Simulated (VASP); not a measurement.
# BN (R3m) in VASP: settings compared, part 2 of 2

VASP 6.6.1. The steps go on from the part before.

### Step 5. Single point, PBE

This run uses another cell than the first one, of 9.14 Å³/atom, 1.042 times its volume.

INCAR

```
  PREC = Accurate
  ENCUT = 520
  EDIFF = 1E-7
  ISMEAR = 0
  SIGMA = 0.05
  LREAL = False
  LASPH = True
  NELM = 100
  ALGO = Normal
  ISIF = 2
  LWAVE = False
  LCHARG = False
  GGA = PE
  NBANDS = 11
```

KPOINTS

```
regular mesh
0
Gamma
  12 12 12
```

POSCAR

```
BN
1.0
    1.2511217832      0.7223354983      3.3729344033
   -1.2511217832      0.7223354983      3.3729344033
    0.0000000000     -1.4446709966      3.3729344033
N B
1 1
Direct
    0.6672382000      0.6672382000      0.6672382000
    0.0003288000      0.0003288000      0.0003288000
```

Potentials or basis: VASP PAW PBE potentials, release 64 (N, B).

The run is started by

```console
$ cat potpaw_PBE.64/N/POTCAR potpaw_PBE.64/B/POTCAR > POTCAR
$ mpirun -np 1 vasp_std > vasp.out
```

OUTCAR:

```text
PREC = Accurate
   ENCUT = 520
   EDIFF = 1E-7
   ISMEAR = 0
   LREAL = False
   LASPH = True
   NELM = 100
   ISIF = 2
   GGA = PE

 ion  position               nearest neighbor table
   1  0.667  0.667  0.667-   2 1.44   2 1.44   2 1.44
   2  0.000  0.000  0.000-   1 1.44   1 1.44   1 1.44

  LATTYP: Found a trigonal (rhomboedric) cell.
 ALAT       =     3.6692997666
 COS(alpha) =     0.7674786797

  Lattice vectors:

 A1 = (   1.2511217832,   0.7223354983,   3.3729344033)
 A2 = (  -1.2511217832,   0.7223354983,   3.3729344033)
 A3 = (   0.0000000000,  -1.4446709966,   3.3729344033)

Analysis of symmetry for initial positions (statically):
=====================================================================
 Subroutine PRICEL returns:
 Original cell was already a primitive cell.

 Routine SETGRP: Setting up the symmetry group for a
 trigonal (rhombohedral) supercell.

 Subroutine GETGRP returns: Found  6 space group operations
 (whereof  6 operations were pure point group operations)
 out of a pool of 12 trial point group operations.

The static configuration has the point symmetry C_3v.

[... 163 lines left out ...]
 cond. band min:       6.4159290721   @ k =   0.5000   0.5000  -0.0000
 fundamental gap:      4.2816046467
 Fermi energy:         2.3703553906

 k-point     1 :       0.0000    0.0000    0.0000
  band No.  band energies     occupation
      1     -15.6427      2.00000
      2      -2.0453      2.00000
      3       0.8470      2.00000
      4       0.8470      2.00000
      5       7.3037      0.00000
      6      13.8150      0.00000
      7      13.8150      0.00000
      8      15.2774      0.00000
      9      16.8769      0.00000
     10      28.0521      0.00000
     11      30.0612      0.00000
[... 309 lines left out ...]
 k-point    24 :      -0.4167    0.1667    0.0000
  band No.  band energies     occupation
      1     -12.1993      2.00000
      2      -6.4610      2.00000
      3      -3.2793      2.00000
      4       1.8140      2.00000
      5       7.3108      0.00000
      6      13.6641      0.00000
      7      15.7181      0.00000
      8      16.5483      0.00000
      9      19.8665      0.00000
     10      23.0857      0.00000
     11      25.2839      0.00000

 [... further k-points ...]
[... 5 lines left out ...]
  --------------------------------------------------------------------------------------
  -------------------------------------------------------------------------------------
  Total        0.4942416      0.4942416      0.2535747      0.0000000      0.0000000     -0.0000000
  in kB       43.2964366     43.2964366     22.2135896      0.0000000      0.0000000     -0.0000000
  external PRESSURE =      36.2688209 kB  Pullay stress =       0.0000000 kB

 VOLUME and BASIS-vectors are now :
 -----------------------------------------------------------------------------
  energy-cutoff  :      520.00
  volume of cell :       18.29
      direct lattice vectors                 reciprocal lattice vectors
     1.251121783  0.722335498  3.372934403     0.399641351  0.230733042  0.098825916
    -1.251121783  0.722335498  3.372934403    -0.399641351  0.230733042  0.098825916
     0.000000000 -1.444670997  3.372934403     0.000000000 -0.461466083  0.098825916

 POSITION                                       TOTAL-FORCE (eV/Angst)
 -----------------------------------------------------------------------------------
      0.00000      0.00000      6.75165         0.000000     -0.000000     -0.002983
      0.00000      0.00000      0.00333         0.000000      0.000000      0.002983
 -----------------------------------------------------------------------------------
    total drift:                               -0.000000      0.000000      0.000076

  FREE ENERGIE OF THE ION-ELECTRON SYSTEM (eV)
  ---------------------------------------------------
  free  energy   TOTEN  =       -17.5809746862 eV

  energy  without entropy=      -17.5809746862  energy(sigma->0) =      -17.58097469
```

OSZICAR:

```text
N       E                     dE             d eps       ncg     rms          rms(c)
DAV:   1     0.139945490396E+02    0.13995E+02   -0.45684E+03  4222   0.679E+02
DAV:   2    -0.185858719352E+02   -0.32580E+02   -0.31368E+02  4909   0.161E+02
DAV:   3    -0.193752296633E+02   -0.78936E+00   -0.78824E+00  5033   0.233E+01
DAV:   4    -0.193775974015E+02   -0.23677E-02   -0.23677E-02  4632   0.142E+00
DAV:   5    -0.193776075676E+02   -0.10166E-04   -0.10166E-04  5062   0.828E-02    0.798E+00
DAV:   6    -0.177727435536E+02    0.16049E+01   -0.52285E+00  4704   0.128E+01    0.364E+00
DAV:   7    -0.176188369959E+02    0.15391E+00   -0.24596E-01  4899   0.372E+00    0.223E+00
DAV:   8    -0.175801718547E+02    0.38665E-01   -0.11700E-01  5050   0.210E+00    0.258E-01
DAV:   9    -0.175805339857E+02   -0.36213E-03   -0.27560E-03  4590   0.426E-01    0.141E-01
DAV:  10    -0.175809479927E+02   -0.41401E-03   -0.54129E-04  4680   0.168E-01    0.246E-02
DAV:  11    -0.175809751168E+02   -0.27124E-04   -0.55615E-05  4997   0.506E-02    0.217E-02
DAV:  12    -0.175809745204E+02    0.59634E-06   -0.10426E-05  4662   0.214E-02    0.194E-03
DAV:  13    -0.175809746709E+02   -0.15046E-06   -0.41658E-07  5012   0.570E-03    0.635E-04
DAV:  14    -0.175809746862E+02   -0.15334E-07   -0.23390E-08  4527   0.105E-03
   1 F= -.17580975E+02 E0= -.17580975E+02  d E =-.730461E-13
```

stdout:

```text
POSCAR found type information on POSCAR N B
 POSCAR found :  2 types and       2 ions
 scaLAPACK will be used
 LDA part: xc-table for (Slater+PW92), standard interpolation
 POSCAR, INCAR and KPOINTS ok, starting setup
 FFT: planning ... GRIDC
 FFT: planning ... GRID_SOFT
 FFT: planning ... GRID
 WAVECAR not read
 entering main loop
```

Run time: 92 s. Hardware: 1 thread of AMD EPYC 7R43 (Zen 3), shared host; peak memory 0.14 GiB.

What came out:

* Free energy: -17.5810 eV
* Pressure: 3.6 GPa
* Band gap on the k mesh: 4.28 eV, indirect (least direct gap 4.70 eV)

Forces on the atoms (eV/Å):
```
N    0.000  0.000 -0.003
B    0.000  0.000  0.003
```

Levels at points of the mesh, in eV from the valence-band top:
```
           k point  band 1  band 2  band 3  band 4  band 5  band 6  band 7  band 8
(0.00, 0.00, 0.00)  -17.78   -4.18   -1.29   -1.29    5.17   11.68   11.68   13.14
(0.50, 0.00, 0.00)  -14.59   -8.93   -4.07   -0.60    5.29    9.92   13.09   15.02
(0.50, 0.50, 0.00)  -14.52   -8.80   -4.13   -1.17    4.28    9.91   14.26   17.56
(0.50, 0.50, 0.50)  -17.52   -6.13   -1.30   -1.30   10.11   11.61   11.61   12.24
```

A k mesh can miss the band edges. As with any semilocal functional, this PBE gap is likely too small.

### Step 6. Overview

| level | cell | smearing | gap on the mesh (eV) | pressure (GPa) |
| --- | --- | --- | --- | --- |
| PBEsol | a = 3.620 Å, angles 39.9°, 2 atoms | fermi-dirac 0.05 eV | 4.22 | 11.6 |
| PBEsol | a = 3.645 Å, angles 39.9°, 2 atoms | fermi-dirac 0.05 eV | 4.20 | 6.1 |
| PBEsol | a = 3.669 Å, angles 39.9°, 2 atoms | fermi-dirac 0.05 eV | 4.18 | 1.0 |
| PBE | a = 3.669 Å, angles 39.9°, 2 atoms | gaussian 0.05 eV | 4.28 | 3.6 |

Alike in all rows: task single point; potentials or basis VASP PAW PBE potentials, release 64 (N, B); no spin polarisation; k mesh 12 × 12 × 12; cutoff (eV) 520.

Caveats: the PAW data sets were made with another functional, which shifts forces and pressure a little (some runs).

Absolute energies hang on the potentials; compare differences alone.
